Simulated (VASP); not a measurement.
# CoTeH (P4/mmm) in VASP: further runs

CoTeH is run at these levels: PBE; tasks: single point, relaxation of cell and atoms.

Program: VASP 6.6.1. These are calculated values, not measurements. Logs are shortened: lines on timing, memory, paths and dates and some standing lists are left out, and cuts for length are marked.

## 1. The cell of the first run

It takes space group P4/mmm (No. 123, tetragonal). Conventional cell: a = 3.484 Å, b = 3.484 Å, c = 3.227 Å, α = 90.00°, β = 90.00°, γ = 90.00°. Co (site symmetry 4/mmm) has 2 H at 1.61 Å within 2.1 Å. Te (site symmetry 4/mmm) has 4 H at 2.46 Å and 8 Co at 2.95 Å and 2 Te at 3.23 Å within 3.3 Å. H (site symmetry 4/mmm) has 2 Co at 1.61 Å within 2.1 Å.

## 2. Single point, PBE, collinear spin, ferromagnetic start

Contents of INCAR:

```
  PREC = Accurate
  ENCUT = 520
  EDIFF = 1E-6
  ISMEAR = 0
  SIGMA = 0.1
  LREAL = F
  LASPH = T
  NELM = 150
  ALGO = Normal
  ISIF = 2
  LWAVE = F
  LCHARG = F
  ISPIN = 2
  MAGMOM = 3 0 0
  LORBIT = 11
  LMAXMIX = 4
  GGA = PE
  NBANDS = 19
```

Contents of KPOINTS:

```
regular mesh
0
Gamma
  6 6 6
```

Contents of POSCAR:

```
CoTeH
1.0
    3.4840625864      0.0000000000      0.0000000000
    0.0000000000      3.4840625864      0.0000000000
    0.0000000000      0.0000000000      3.2273577145
Co Te H
1 1 1
Direct
    0.5000000000      0.5000000000      0.5000000000
    0.0000000000      0.0000000000      0.0000000000
    0.5000000000      0.5000000000      0.0000000000
```

Potentials or basis: VASP PAW PBE potentials, release 64 (Co, Te, H).

The run is started by

```sh
> cat potpaw_PBE.64/Co/POTCAR potpaw_PBE.64/Te/POTCAR potpaw_PBE.64/H/POTCAR > POTCAR
> mpirun -np 1 vasp_std > vasp.out
```

OUTCAR:

```text
PREC = Accurate
   ENCUT = 520
   EDIFF = 1E-6
   ISMEAR = 0
   LREAL = F
   LASPH = T
   NELM = 150
   ISIF = 2
   ISPIN = 2
   LORBIT = 11
   GGA = PE

 ion  position               nearest neighbor table
   1  0.500  0.500  0.500-   3 1.61   3 1.61   2 2.95   2 2.95   2 2.95   2 2.95   2 2.95   2 2.95
                             2 2.95   2 2.95
   2  0.000  0.000  0.000-   1 2.95   1 2.95   1 2.95   1 2.95   1 2.95   1 2.95   1 2.95   1 2.95

   3  0.500  0.500  0.000-   1 1.61   1 1.61

  LATTYP: Found a simple tetragonal cell.
 ALAT       =     3.4840625864
 C/A-ratio  =     0.9263202467

  Lattice vectors:

 A1 = (   3.4840625864,   0.0000000000,   0.0000000000)
 A2 = (   0.0000000000,   3.4840625864,   0.0000000000)
 A3 = (   0.0000000000,   0.0000000000,   3.2273577145)

Analysis of symmetry for initial positions (statically):
=====================================================================
 Subroutine PRICEL returns:
 Original cell was already a primitive cell.

 Routine SETGRP: Setting up the symmetry group for a
 simple tetragonal supercell.

 Subroutine GETGRP returns: Found 16 space group operations
 (whereof 16 operations were pure point group operations)
 out of a pool of 16 trial point group operations.

The static configuration has the point symmetry D_4h.

Analysis of symmetry for dynamics (positions and initial velocities):
=====================================================================
 Subroutine PRICEL returns:
 Original cell was already a primitive cell.

 Routine SETGRP: Setting up the symmetry group for a
 simple tetragonal supercell.

 Subroutine GETGRP returns: Found 16 space group operations
 (whereof 16 operations were pure point group operations)
 out of a pool of 16 trial point group operations.

The dynamic configuration has the point symmetry D_4h.

Analysis of structural, dynamic, and magnetic symmetry:
=====================================================================
 Subroutine PRICEL returns:
 Original cell was already a primitive cell.

 Routine SETGRP: Setting up the symmetry group for a
 simple tetragonal supercell.

 Subroutine GETGRP returns: Found 16 space group operations
 (whereof 16 operations were pure point group operations)
 out of a pool of 16 trial point group operations.

The overall configuration has the point symmetry D_4h.

 Subroutine INISYM returns: Found 16 space group operations
 (whereof 16 operations are pure point group operations),
 and found     1 'primitive' translations

----------------------------------------------------------------------------------------

                                     Primitive cell

  volume of cell :      39.1759

  direct lattice vectors                    reciprocal lattice vectors
     3.484062586  0.000000000  0.000000000     0.287021250  0.000000000  0.000000000
     0.000000000  3.484062586  0.000000000     0.000000000  0.287021250  0.000000000
     0.000000000  0.000000000  3.227357715     0.000000000  0.000000000  0.309850995

  length of vectors
     3.484062586  3.484062586  3.227357715     0.287021250  0.287021250  0.309850995

  position of ions in fractional coordinates (direct lattice)
     0.500000000  0.500000000  0.500000000
     0.000000000  0.000000000  0.000000000
     0.500000000  0.500000000  0.000000000

  ion indices of the primitive-cell ions
   primitive index   ion index
                 1           1
                 2           2
                 3           3

----------------------------------------------------------------------------------------

 KPOINTS: regular mesh

Automatic generation of k-mesh.
 Grid dimensions read from file:
 generate k-points for:    6    6    6

 Generating k-lattice:

  Cartesian coordinates                     Fractional coordinates (reciprocal lattice)
     0.047836875  0.000000000  0.000000000     0.166666667  0.000000000  0.000000000
     0.000000000  0.047836875  0.000000000     0.000000000  0.166666667  0.000000000
     0.000000000  0.000000000  0.051641833     0.000000000  0.000000000  0.166666667

  Length of vectors
     0.047836875  0.047836875  0.051641833

  Shift w.r.t. Gamma in fractional coordinates (k-lattice)
     0.000000000  0.000000000  0.000000000

 Subroutine IBZKPT returns following result:
 ===========================================

 Found     40 irreducible k-points:

 Following reciprocal coordinates:
            Coordinates               Weight
  0.000000  0.000000  0.000000      1.000000
  0.166667  0.000000  0.000000      4.000000
  0.333333  0.000000  0.000000      4.000000
  0.500000  0.000000  0.000000      2.000000
  0.166667  0.166667  0.000000      4.000000
  0.333333  0.166667  0.000000      8.000000
[... 16 lines left out ...]
  0.333333  0.000000  0.333333      8.000000
  0.500000  0.000000  0.333333      4.000000
 [... further k-points ...]
   k-points           NKPTS =     40   k-points in BZ     NKDIM =     40   number of bands    NBANDS=     19
   number of dos      NEDOS =    301   number of ions     NIONS =      3
   total plane-waves  NPLWV =  18816
   dimension x,y,z NGX =    28 NGY =   28 NGZ =   24
   dimension x,y,z NGXF=    56 NGYF=   56 NGZF=   48
   ions per type =               1   1   1
   NGX,Y,Z   is equivalent  to a cutoff of  13.36, 13.36, 12.36 a.u.
   NGXF,Y,Z  is equivalent  to a cutoff of  26.72, 26.72, 24.73 a.u.
 SYSTEM =  unknown system
   PREC   = accura    normal or accurate (medium, high low for compatibility)
   ISTART =      0    job   : 0-new  1-cont  2-samecut
   ICHARG =      2    charge: 1-file 2-atom 10-const
   ISPIN  =      2    spin polarized calculation?
   LNONCOLLINEAR =      F non collinear calculations
   LSORBIT =      F    spin-orbit coupling
   LASPH  =      T    aspherical Exc in radial PAW
   ENCUT  =  520.0 eV  38.22 Ry    6.18 a.u.   6.48  6.48  6.00*2*pi/ulx,y,z
   NELM   =    150;   NELMIN=  2; NELMDL= -5     # of ELM steps
   EDIFF  = 0.1E-05   stopping-criterion for ELM
   LREAL  =      F    real-space projection
   EDIFFG = 0.1E-04   stopping-criterion for IOM
   NSW    =      0    number of steps for IOM
   IBRION =     -1    ionic relax: 0-MD 1-quasi-New 2-CG
   NFREE  =      0    steps in history (QN), initial steepest desc. (CG)
   ISIF   =      2    stress and relaxation
   ISYM   =      2    0-nonsym 1-usesym 2-fastsym
   POTIM  = 0.5000    time-step for ionic-motion
   TEBEG  =    0.0;   TEEND  =   0.0 temperature during run
   PSTRESS=    0.0 pullay stress
   NELECT =      16.0000    total number of electrons
   NUPDOWN=      -1.0000    fix difference up-down
   EMIN   =  10.00;   EMAX   =-10.00  energy-range for DOS
   EFERMI =   0.00;   METHOD = LEGACY
   ISMEAR =     0;   SIGMA  =   0.10  broadening in eV -4-tet -1-fermi 0-gaus
   EFERMI_NEDOS =   21; number of points for ismear=-14 and -15
   IALGO  =     38    algorithm
   IMIX   =      4    mixing-type and parameters
     AMIX     =   0.40;   BMIX     =  1.00
     AMIX_MAG =   1.60;   BMIX_MAG =  1.00
  volume/ion in A,a.u.               =      13.06        88.12
  Fermi-wavevector in a.u.,A,eV,Ry     =   1.214624  2.295306 20.072828  1.475311
  Thomas-Fermi vector in A             =   2.350038
   LORBIT       =     11    0 simple, 1 ext, 2 COOP (PROOUT), +10 PAW based schemes
   GGA     = PE    functional components
   LHFCALC =     F    Hartree Fock is set to
   AEXX    =    0.0000 exact exchange contribution
   IVDW    =     0    specifies the selected vdW correction
   LEPSILON=     F    determine dielectric tensor
   LRPA    =     F    only Hartree local field effects (RPA)
 spin polarized calculation
 Gauss-broadening in eV      SIGMA  =   0.10
  energy-cutoff  :      520.00
  volume of cell :       39.18
 maximum number of plane-waves:      1076
 NGX is ok and might be reduce to    28
   NGX = 13   NGY = 13   NGZ = 13

 number of electron      15.9999990 magnetization       0.0018841

 number of electron      15.9999990 magnetization      -0.0004679

 Free energy of the ion-electron system (eV)
  ---------------------------------------------------
  ext. energy  EPLUGINS =         0.00000000
  ---------------------------------------------------
  free energy    TOTEN  =       -12.02567017 eV

  energy without entropy =      -12.02233074  energy(sigma->0) =      -12.02400045

 E-fermi :   9.5758     XC(G=0): -11.4067

 val. band max:        9.4811865517   @ k =   0.3333   0.1667   0.0000
 cond. band min:       9.6073284966   @ k =   0.0000   0.0000   0.0000
 fundamental gap:      0.1261419450
 Fermi energy:         9.5757600747

 spin component 1

 k-point     1 :       0.0000    0.0000    0.0000
  band No.  band energies     occupation
      1      -5.1052      1.00000
      2       3.8013      1.00000
      3       7.7506      1.00000
      4       7.8135      1.00000
      5       7.8135      1.00000
      6       8.5748      1.00000
[... 11 lines left out ...]
     18      23.8831      0.00000
     19      23.8831      0.00000
[... 485 lines left out ...]
 k-point    24 :       0.5000    0.0000    0.3333
  band No.  band energies     occupation
      1      -2.2639      1.00000
      2       1.1458      1.00000
      3       4.9389      1.00000
      4       7.0480      1.00000
      5       8.0637      1.00000
      6       8.0948      1.00000
[... 11 lines left out ...]
     18      24.7535      0.00000
     19      25.6001      0.00000

 [... further k-points ...]

 spin component 2

 k-point     1 :       0.0000    0.0000    0.0000
  band No.  band energies     occupation
      1      -5.1054      1.00000
      2       3.8011      1.00000
      3       7.7503      1.00000
      4       7.8133      1.00000
      5       7.8133      1.00000
      6       8.5743      1.00000
[... 11 lines left out ...]
     18      23.8829      0.00000
     19      23.8829      0.00000
[... 485 lines left out ...]
 k-point    24 :       0.5000    0.0000    0.3333
  band No.  band energies     occupation
      1      -2.2640      1.00000
      2       1.1456      1.00000
      3       4.9387      1.00000
      4       7.0478      1.00000
      5       8.0633      1.00000
      6       8.0943      1.00000
[... 11 lines left out ...]
     18      24.7533      0.00000
     19      25.5999      0.00000

 [... further k-points ...]
[... 5 lines left out ...]
  --------------------------------------------------------------------------------------
  -------------------------------------------------------------------------------------
  Total       -0.0589428     -0.0589428     -0.0634163      0.0000000      0.0000000      0.0000000
  in kB       -2.4105850     -2.4105850     -2.5935391      0.0000000      0.0000000      0.0000000
  external PRESSURE =      -2.4715697 kB  Pullay stress =       0.0000000 kB

 VOLUME and BASIS-vectors are now :
 -----------------------------------------------------------------------------
  energy-cutoff  :      520.00
  volume of cell :       39.18
      direct lattice vectors                 reciprocal lattice vectors
     3.484062586  0.000000000  0.000000000     0.287021250  0.000000000  0.000000000
     0.000000000  3.484062586  0.000000000     0.000000000  0.287021250  0.000000000
     0.000000000  0.000000000  3.227357715     0.000000000  0.000000000  0.309850995

 POSITION                                       TOTAL-FORCE (eV/Angst)
 -----------------------------------------------------------------------------------
      1.74203      1.74203      1.61368         0.000000      0.000000      0.000000
      0.00000      0.00000      0.00000         0.000000      0.000000      0.000000
      1.74203      1.74203      0.00000         0.000000      0.000000      0.000000
 -----------------------------------------------------------------------------------
    total drift:                                0.000000      0.000000      0.000000

  FREE ENERGIE OF THE ION-ELECTRON SYSTEM (eV)
  ---------------------------------------------------
  free  energy   TOTEN  =       -12.0256701691 eV

  energy  without entropy=      -12.0223307385  energy(sigma->0) =      -12.02400045

 total charge

# of ion       s       p       d       tot
------------------------------------------
    1        0.321   0.335   7.516   8.172
    2        1.463   1.707   0.093   3.262
    3        0.538   0.030   0.000   0.568
--------------------------------------------------
tot          2.321   2.072   7.609  12.002

 magnetization (x)

# of ion       s       p       d       tot
------------------------------------------
    1        0.000   0.000  -0.000  -0.000
    2        0.000   0.000   0.000   0.000
    3        0.000  -0.000   0.000   0.000
--------------------------------------------------
tot          0.000   0.000  -0.000  -0.000
```

Wall time 31 s (1 thread of Intel Xeon Platinum 8559C (Emerald Rapids), shared host); peak memory 0.19 GiB.

Results:

| Quantity | Value |
| --- | --- |
| Free energy | -12.0257 eV |
| Pressure | -0.2 GPa |
| Band gap on the k mesh | zero (filled and empty bands overlap) |
| Net moment | 0.00 μB per cell |
| Valence electrons inside the program's atomic spheres | Co 8.17; Te 3.26; H 0.57 |

Caveat: the starting moments collapsed, and a magnetic state may lie lower; spin-orbit coupling is left out, which moves the levels of the heavy elements.

## 3. Single point, PBE

Contents of INCAR:

```
SYSTEM = CoTeH
PREC = Accurate
ENCUT = 520
EDIFF = 1E-6
ISMEAR = 0
SIGMA = 0.1
LREAL = .FALSE.
LASPH = .TRUE.
NELM = 60
ALGO = Normal
ISIF = 2
LWAVE = .FALSE.
LCHARG = .TRUE.
GGA = PE
LELF = .TRUE.
LVHAR = .TRUE.
NBANDS = 15
```

Contents of KPOINTS:

```
Automatic mesh
0
G
  14 14 14
  0 0 0
```

Contents of POSCAR:

```
CoTeH
1.0
    3.4923332944      0.0000000000      0.0000000000
    0.0000000000      3.4923332944      0.0000000000
    0.0000000000      0.0000000000      3.2085693032
Co Te H
1 1 1
Direct
    0.5000000000      0.5000000000      0.5000000000
    0.0000000000      0.0000000000      0.0000000000
    0.5000000000      0.5000000000      0.0000000000
```

Potentials or basis: VASP PAW PBE potentials, release 64 (Co, Te, H).

The run is started by

```sh
> cat potpaw_PBE.64/Co/POTCAR potpaw_PBE.64/Te/POTCAR potpaw_PBE.64/H/POTCAR > POTCAR
> mpirun -np 1 vasp_std > vasp.out
```

Run time: 74 s. Hardware: 1 thread of Intel Xeon Platinum 8559C (Emerald Rapids), shared host; peak memory 0.3 GiB.

It converged, with:

```yaml
Free_energy: -12.0209 eV
Pressure: -0.1 GPa
Band_gap_on_the_k_mesh: zero (band 8 reaches 11.33 eV, above the bottom of band 9 at 8.83 eV)
```

Stress tensor (GPa, compression positive):
```
-0.18  0.00  0.00
 0.00 -0.18  0.00
 0.00  0.00  0.07
```

Levels at points of the mesh, in eV from the Fermi level:
| k point | band 5 | band 6 | band 7 | band 8 | band 9 | band 10 | band 11 | band 12 |
| --- | --- | --- | --- | --- | --- | --- | --- | --- |
| (0.00, 0.00, 0.00) | -1.88 | -1.04 | -1.04 | -0.87 | 0.09 | 0.48 | 5.23 | 5.70 |
| (0.50, 0.00, 0.00) | -1.85 | -1.02 | -0.58 | 1.67 | 2.49 | 3.91 | 4.15 | 5.08 |
| (0.50, 0.50, 0.00) | -1.28 | -1.28 | -0.49 | -0.48 | -0.25 | 2.25 | 8.99 | 9.33 |
| (0.00, 0.00, 0.50) | -2.55 | -1.47 | -1.01 | -0.81 | 1.73 | 1.73 | 5.41 | 5.70 |
| (0.50, 0.00, 0.50) | -1.68 | -1.15 | -1.02 | -0.92 | 0.23 | 0.94 | 1.60 | 7.75 |
| (0.50, 0.50, 0.50) | -5.28 | -1.03 | -0.44 | 0.49 | 0.61 | 0.61 | 0.99 | 0.99 |

Caveat: spin-orbit coupling is left out, which moves the levels of the heavy elements.

(Part 1 of 3 ends here.)
